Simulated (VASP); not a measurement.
# CuI (Pm-3n) in VASP: relaxation of cell and atoms with PBE

Aim: the relaxation of cell and atoms of CuI with PBE.

Program: VASP 6.6.1. These are calculated values, not measurements. Logs are shortened: lines on timing, memory, paths and dates and some standing lists are left out, and cuts for length are marked.

## 1. The cell of the first run

Symmetry: Pm-3n, No. 223, cubic system. The conventional cell has a = 7.515 Å, b = 7.515 Å, c = 7.515 Å, α = 90.00°, β = 90.00°, γ = 90.00°. Cu (site symmetry -4m2) has 4 I at 2.66 Å within 3.5 Å. Within 3.5 Å of I (site symmetry -4m2) lie 4 Cu at 2.66 Å.

## 2. Relaxation of cell and atoms, PBE

Input file INCAR:

```
PREC = Accurate ; ENCUT = 600
EDIFF = 1E-6 ; ISMEAR = 0
SIGMA = 0.02 ; LREAL = False
LASPH = True ; NELM = 100
ALGO = Normal ; ISIF = 3
LWAVE = False ; LCHARG = False
GGA = PE ; IBRION = 2
NSW = 100 ; EDIFFG = -0.01
```

Input file KPOINTS:

```
Automatic mesh
0
Gamma
  4 4 4
```

Input file POSCAR:

```
CuI
1.0
    7.5145651900      0.0000000000      0.0000000000
    0.0000000000      7.5145651900      0.0000000000
    0.0000000000      0.0000000000      7.5145651900
Cu I
6 6
Direct
    0.7500000000      0.5000000000      0.0000000000
    0.5000000000      0.0000000000      0.7500000000
    0.0000000000      0.7500000000      0.5000000000
    0.0000000000      0.2500000000      0.5000000000
    0.2500000000      0.5000000000      0.0000000000
    0.5000000000      0.0000000000      0.2500000000
    0.5000000000      0.7500000000      0.0000000000
    0.7500000000      0.0000000000      0.5000000000
    0.0000000000      0.5000000000      0.7500000000
    0.2500000000      0.0000000000      0.5000000000
    0.0000000000      0.5000000000      0.2500000000
    0.5000000000      0.2500000000      0.0000000000
```

Potentials or basis: VASP PAW PBE potentials, release 64 (Cu, I).

Launch:

```
$ cat potpaw_PBE.64/Cu/POTCAR potpaw_PBE.64/I/POTCAR > POTCAR
$ mpirun -np 1 vasp_std > vasp.out
```

OUTCAR:

```text
PREC = Accurate
   ENCUT = 600
   EDIFF = 1E-6
   ISMEAR = 0
   LREAL = False
   LASPH = True
   NELM = 100
   ISIF = 3
   GGA = PE
   IBRION = 2
   NSW = 100
   EDIFFG = -0.01

 ion  position               nearest neighbor table
   1  0.750  0.500  0.000-   7 2.66   9 2.66  11 2.66  12 2.66
   2  0.500  0.000  0.750-   7 2.66   8 2.66  10 2.66  12 2.66
   3  0.000  0.750  0.500-   8 2.66   9 2.66  10 2.66  11 2.66
   4  0.000  0.250  0.500-   8 2.66   9 2.66  10 2.66  11 2.66
   5  0.250  0.500  0.000-   7 2.66   9 2.66  11 2.66  12 2.66
   6  0.500  0.000  0.250-   7 2.66   8 2.66  10 2.66  12 2.66
   7  0.500  0.750  0.000-   1 2.66   2 2.66   5 2.66   6 2.66
   8  0.750  0.000  0.500-   2 2.66   3 2.66   4 2.66   6 2.66
   9  0.000  0.500  0.750-   1 2.66   3 2.66   4 2.66   5 2.66
  10  0.250  0.000  0.500-   2 2.66   3 2.66   4 2.66   6 2.66
  11  0.000  0.500  0.250-   1 2.66   3 2.66   4 2.66   5 2.66
  12  0.500  0.250  0.000-   1 2.66   2 2.66   5 2.66   6 2.66

  LATTYP: Found a simple cubic cell.
 ALAT       =     7.5145651900

  Lattice vectors:

 A1 = (   7.5145651900,   0.0000000000,   0.0000000000)
 A2 = (   0.0000000000,   7.5145651900,   0.0000000000)
 A3 = (   0.0000000000,   0.0000000000,   7.5145651900)

Analysis of symmetry for initial positions (statically):
=====================================================================
 Subroutine PRICEL returns:
 Original cell was already a primitive cell.

 Routine SETGRP: Setting up the symmetry group for a
 simple cubic supercell.

 Subroutine GETGRP returns: Found 48 space group operations
 (whereof 24 operations were pure point group operations)
 out of a pool of 48 trial point group operations.

The static configuration has the point symmetry T_h .
 The point group associated with its full space group is O_h .

Analysis of symmetry for dynamics (positions and initial velocities):
=====================================================================
 Subroutine PRICEL returns:
 Original cell was already a primitive cell.

 Routine SETGRP: Setting up the symmetry group for a
 simple cubic supercell.

 Subroutine GETGRP returns: Found 48 space group operations
 (whereof 24 operations were pure point group operations)
 out of a pool of 48 trial point group operations.

The dynamic configuration has the point symmetry T_h .
 The point group associated with its full space group is O_h .

 Subroutine INISYM returns: Found 48 space group operations
 (whereof 24 operations are pure point group operations),
 and found     1 'primitive' translations

----------------------------------------------------------------------------------------

                                     Primitive cell

  volume of cell :     424.3377

  direct lattice vectors                    reciprocal lattice vectors
     7.514565190  0.000000000  0.000000000     0.133074899  0.000000000  0.000000000
     0.000000000  7.514565190  0.000000000     0.000000000  0.133074899  0.000000000
     0.000000000  0.000000000  7.514565190     0.000000000  0.000000000  0.133074899

  length of vectors
     7.514565190  7.514565190  7.514565190     0.133074899  0.133074899  0.133074899

  position of ions in fractional coordinates (direct lattice)
     0.750000000  0.500000000  0.000000000
     0.500000000  0.000000000  0.750000000
     0.000000000  0.750000000  0.500000000
     0.000000000  0.250000000  0.500000000
     0.250000000  0.500000000  0.000000000
     0.500000000  0.000000000  0.250000000
     0.500000000  0.750000000  0.000000000
     0.750000000  0.000000000  0.500000000
     0.000000000  0.500000000  0.750000000
     0.250000000  0.000000000  0.500000000
     0.000000000  0.500000000  0.250000000
     0.500000000  0.250000000  0.000000000

  ion indices of the primitive-cell ions
   primitive index   ion index
                 1           1
                 2           2
                 3           3
                 4           4
                 5           5
                 6           6
                 7           7
                 8           8
                 9           9
                10          10
                11          11
                12          12

----------------------------------------------------------------------------------------

 KPOINTS: Automatic mesh

Automatic generation of k-mesh.
 Grid dimensions read from file:
 generate k-points for:    4    4    4

 Generating k-lattice:

  Cartesian coordinates                     Fractional coordinates (reciprocal lattice)
     0.033268725  0.000000000  0.000000000     0.250000000  0.000000000  0.000000000
     0.000000000  0.033268725  0.000000000     0.000000000  0.250000000  0.000000000
     0.000000000  0.000000000  0.033268725     0.000000000  0.000000000  0.250000000

  Length of vectors
     0.033268725  0.033268725  0.033268725

  Shift w.r.t. Gamma in fractional coordinates (k-lattice)
     0.000000000  0.000000000  0.000000000

 Subroutine IBZKPT returns following result:
 ===========================================

 Found     10 irreducible k-points:

 Following reciprocal coordinates:
            Coordinates               Weight
  0.000000  0.000000  0.000000      1.000000
  0.250000  0.000000  0.000000      6.000000
  0.500000  0.000000  0.000000      3.000000
  0.250000  0.250000  0.000000     12.000000
  0.500000  0.250000  0.000000     12.000000
  0.500000  0.500000  0.000000      3.000000
  0.250000  0.250000  0.250000      8.000000
  0.500000  0.250000  0.250000     12.000000
  0.500000  0.500000  0.250000      6.000000
  0.500000  0.500000  0.500000      1.000000
   k-points           NKPTS =     10   k-points in BZ     NKDIM =     10   number of bands    NBANDS=     64
   number of dos      NEDOS =    301   number of ions     NIONS =     12
   total plane-waves  NPLWV = 216000
   dimension x,y,z NGX =    60 NGY =   60 NGZ =   60
   dimension x,y,z NGXF=   120 NGYF=  120 NGZF=  120
   ions per type =               6   6
   NGX,Y,Z   is equivalent  to a cutoff of  13.27, 13.27, 13.27 a.u.
   NGXF,Y,Z  is equivalent  to a cutoff of  26.55, 26.55, 26.55 a.u.
 SYSTEM =  unknown system
   PREC   = accura    normal or accurate (medium, high low for compatibility)
   ISTART =      0    job   : 0-new  1-cont  2-samecut
   ICHARG =      2    charge: 1-file 2-atom 10-const
   ISPIN  =      1    spin polarized calculation?
   LNONCOLLINEAR =      F non collinear calculations
   LSORBIT =      F    spin-orbit coupling
   LASPH  =      T    aspherical Exc in radial PAW
   ENCUT  =  600.0 eV  44.10 Ry    6.64 a.u.  15.01 15.01 15.01*2*pi/ulx,y,z
   NELM   =    100;   NELMIN=  2; NELMDL= -5     # of ELM steps
   EDIFF  = 0.1E-05   stopping-criterion for ELM
   LREAL  =      F    real-space projection
   EDIFFG = -.1E-01   stopping-criterion for IOM
   NSW    =    100    number of steps for IOM
   IBRION =      2    ionic relax: 0-MD 1-quasi-New 2-CG
   NFREE  =      1    steps in history (QN), initial steepest desc. (CG)
   ISIF   =      3    stress and relaxation
   ISYM   =      2    0-nonsym 1-usesym 2-fastsym
   POTIM  = 0.5000    time-step for ionic-motion
   TEBEG  =    0.0;   TEEND  =   0.0 temperature during run
   PSTRESS=    0.0 pullay stress
   NELECT =     108.0000    total number of electrons
   NUPDOWN=      -1.0000    fix difference up-down
   EMIN   =  10.00;   EMAX   =-10.00  energy-range for DOS
   EFERMI =   0.00;   METHOD = LEGACY
   ISMEAR =     0;   SIGMA  =   0.02  broadening in eV -4-tet -1-fermi 0-gaus
   EFERMI_NEDOS =   21; number of points for ismear=-14 and -15
   IALGO  =     38    algorithm
   IMIX   =      4    mixing-type and parameters
     AMIX     =   0.40;   BMIX     =  1.00
     AMIX_MAG =   1.60;   BMIX_MAG =  1.00
  volume/ion in A,a.u.               =      35.36       238.63
  Fermi-wavevector in a.u.,A,eV,Ry     =   1.037478  1.960549 14.644775  1.076361
  Thomas-Fermi vector in A             =   2.171918
   LORBIT       =      0    0 simple, 1 ext, 2 COOP (PROOUT), +10 PAW based schemes
   GGA     = PE    functional components
   LHFCALC =     F    Hartree Fock is set to
   AEXX    =    0.0000 exact exchange contribution
   IVDW    =     0    specifies the selected vdW correction
   LEPSILON=     F    determine dielectric tensor
   LRPA    =     F    only Hartree local field effects (RPA)
 conjugate gradient relaxation of ions
 non-spin polarized calculation
 Gauss-broadening in eV      SIGMA  =   0.02
  energy-cutoff  :      600.00
  volume of cell :      424.34
 maximum number of plane-waves:     14328
   NGX = 31   NGY = 31   NGZ = 31

 number of electron     108.0000099 magnetization

 Free energy of the ion-electron system (eV)
  ---------------------------------------------------
  ext. energy  EPLUGINS =         0.00000000
  ---------------------------------------------------
  free energy    TOTEN  =       -32.43392747 eV

  energy without entropy =      -32.43392747  energy(sigma->0) =      -32.43392747

 E-fermi :   2.5782     XC(G=0):  -7.5525

 val. band max:        2.4918843078   @ k =   0.0000   0.0000   0.0000
 cond. band min:       3.7056886810   @ k =   0.0000   0.0000   0.0000
 fundamental gap:      1.2138043732
 Fermi energy:         2.5782023532

 k-point     1 :       0.0000    0.0000    0.0000
  band No.  band energies     occupation
      1     -11.3245      2.00000
      2     -10.9997      2.00000
      3     -10.9997      2.00000
      4     -10.5382      2.00000
      5     -10.5382      2.00000
      6     -10.5382      2.00000
[... 56 lines left out ...]
     63       6.5718      0.00000
     64       6.8070      0.00000

 k-point     2 :       0.2500    0.0000    0.0000
  band No.  band energies     occupation
      1     -11.2733      2.00000
      2     -11.0437      2.00000
      3     -10.9470      2.00000
      4     -10.6225      2.00000
      5     -10.5381      2.00000
      6     -10.5381      2.00000
[... 56 lines left out ...]
     63       7.0952      0.00000
     64       7.1988      0.00000

 k-point     3 :       0.5000    0.0000    0.0000
  band No.  band energies     occupation
      1     -11.1546      2.00000
      2     -11.1546      2.00000
      3     -10.8005      2.00000
      4     -10.8005      2.00000
      5     -10.5379      2.00000
      6     -10.5379      2.00000
[... 458 lines left out ...]
     63       6.5038      0.00000
     64       6.7509      0.00000

 k-point    10 :       0.5000    0.5000    0.5000
  band No.  band energies     occupation
      1     -10.8480      2.00000
      2     -10.8480      2.00000
      3     -10.8480      2.00000
      4     -10.8480      2.00000
      5     -10.8480      2.00000
      6     -10.8480      2.00000
[... 56 lines left out ...]
     63       6.6630      0.00000
     64       6.6630      0.00000

------------------------ aborting loop because EDIFF is reached ----------------------------------------

  FORCE on cell =-STRESS in cart. coord.  units (eV):
  Direction    XX          YY          ZZ          XY          YZ          ZX
  --------------------------------------------------------------------------------------
  -------------------------------------------------------------------------------------
  Total       -0.0374225     -0.0374225     -0.0374225     -0.0000000      0.0000000      0.0000000
  in kB       -0.1412966     -0.1412966     -0.1412966     -0.0000000      0.0000000      0.0000000
  external PRESSURE =      -0.1412966 kB  Pullay stress =       0.0000000 kB

 VOLUME and BASIS-vectors are now :
 -----------------------------------------------------------------------------
  energy-cutoff  :      600.00
  volume of cell :      424.34
      direct lattice vectors                 reciprocal lattice vectors
     7.514565190  0.000000000  0.000000000     0.133074899  0.000000000  0.000000000
     0.000000000  7.514565190  0.000000000     0.000000000  0.133074899  0.000000000
     0.000000000  0.000000000  7.514565190     0.000000000  0.000000000  0.133074899

 POSITION                                       TOTAL-FORCE (eV/Angst)
 -----------------------------------------------------------------------------------
      5.63592      3.75728      0.00000        -0.000000     -0.000000     -0.000000
      3.75728      0.00000      5.63592         0.000000      0.000000      0.000000
      0.00000      5.63592      3.75728        -0.000000      0.000000     -0.000000
      0.00000      1.87864      3.75728         0.000000     -0.000000      0.000000
      1.87864      3.75728      0.00000         0.000000      0.000000      0.000000
      3.75728      0.00000      1.87864         0.000000      0.000000     -0.000000
      3.75728      5.63592      0.00000        -0.000000      0.000000     -0.000000
      5.63592      0.00000      3.75728         0.000000      0.000000      0.000000
      0.00000      3.75728      5.63592        -0.000000     -0.000000      0.000000
      1.87864      0.00000      3.75728        -0.000000     -0.000000     -0.000000
      0.00000      3.75728      1.87864        -0.000000     -0.000000     -0.000000
      3.75728      1.87864      0.00000         0.000000     -0.000000      0.000000
 -----------------------------------------------------------------------------------
    total drift:                                0.000000     -0.000000      0.000000

  FREE ENERGIE OF THE ION-ELECTRON SYSTEM (eV)
  ---------------------------------------------------
  free  energy   TOTEN  =       -32.4339274740 eV

  energy  without entropy=      -32.4339274740  energy(sigma->0) =      -32.43392747

 reached required accuracy - stopping structural energy minimisation
```

Run time: 5 min. Hardware: 1 thread of Intel Xeon Platinum 8488C (Sapphire Rapids), shared host; peak memory 0.61 GiB.

Results:

```
Free energy             : -32.4339 eV
Pressure after relaxing : 0.0 GPa
Band gap on the k mesh  : 1.21 eV, direct
```

Final structure:
```
Cu I
1.0
     7.51457    0.00000    0.00000
     0.00000    7.51457    0.00000
     0.00000    0.00000    7.51457
Cu I
6 6
Direct
  0.75000 0.50000 0.00000
  0.50000 0.00000 0.75000
  0.00000 0.75000 0.50000
  0.00000 0.25000 0.50000
  0.25000 0.50000 0.00000
  0.50000 0.00000 0.25000
  0.50000 0.75000 0.00000
  0.75000 0.00000 0.50000
  0.00000 0.50000 0.75000
  0.25000 0.00000 0.50000
  0.00000 0.50000 0.25000
  0.50000 0.25000 0.00000
```

Caveat: the relaxation stopped at its first step, so nothing moved; spin-orbit coupling is left out, which moves the levels of the heavy elements. As with any semilocal functional, this PBE gap is likely too small.
